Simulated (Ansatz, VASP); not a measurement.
NaCl in VASP and in Ansatz

Contents of INCAR:

```
SYSTEM = NaCl
  ALGO = Normal
  EDIFF = 1E-7
  ENCUT = 520
  GGA = PE
  ISIF = 2
  ISMEAR = 0
  IVDW = 12
  LASPH = .True.
  LCHARG = .True.
  LELF = .True.
  LREAL = .False.
  LVHAR = .True.
  LWAVE = .False.
  NBANDS = 14
  NELM = 100
  PREC = Accurate
  SIGMA = 0.1
```

File KPOINTS:

```
k-points
0
Gamma
  6 6 6
  0 0 0
```

POSCAR

```
NaCl
1.0
    0.0000000000      2.8100000000      2.8100000000
    2.8100000000      0.0000000000      2.8100000000
    2.8100000000      2.8100000000      0.0000000000
Na Cl
1 1
Direct
    0.0000000000      0.0000000000      0.0000000000
    0.5000000000      0.5000000000      0.5000000000
```

Input for Ansatz:

```yaml
crystal:
  lattice:
    - [0.0, 2.81, 2.81]
    - [2.81, 0.0, 2.81]
    - [2.81, 2.81, 0.0]
  atoms:
    - { symbol: Na, position: [0.0, 0.0, 0.0] }
    - { symbol: Cl, position: [0.5, 0.5, 0.5] }
basis:
  ecutwfc: 420
kpoints:
  mp_grid: { grid: [6, 6, 6] }
hamiltonian:
  xc: pbe
  dispersion: d3bj
  pseudopotentials: { kind: paw }
scf:
  occupations: { method: gaussian, width: 0.1 }
output:
  forces: true
  stress: true
  eigenvalues: true
```

Alike in both runs: task single point; functional PBE; dispersion D3(BJ); k mesh 6 × 6 × 6; occupations gaussian, width 0.1 eV; no spin polarisation.

|  | VASP | Ansatz |
| --- | --- | --- |
| version | VASP 6.6.1 | Ansatz 0.2.0 |
| potentials or method | VASP PAW PBE potentials, release 64 (Na_pv, Cl), cutoff 520 eV | scalar-relativistic, plane waves, PAW |
| valence electrons in the cell | 14 | 16 |

```tsv
	VASP	Ansatz	Ansatz less VASP
gap on the k mesh at the Fermi level (eV)	5.15	5.15	0.000
least direct gap on the mesh (eV)	5.15	5.15	0.000
pressure (GPa)	-0.6	-0.6	+0.03
```

VASP's potentials hold 14 valence electrons a cell and Ansatz's 16, so a difference there can come from the potentials and not from the codes.
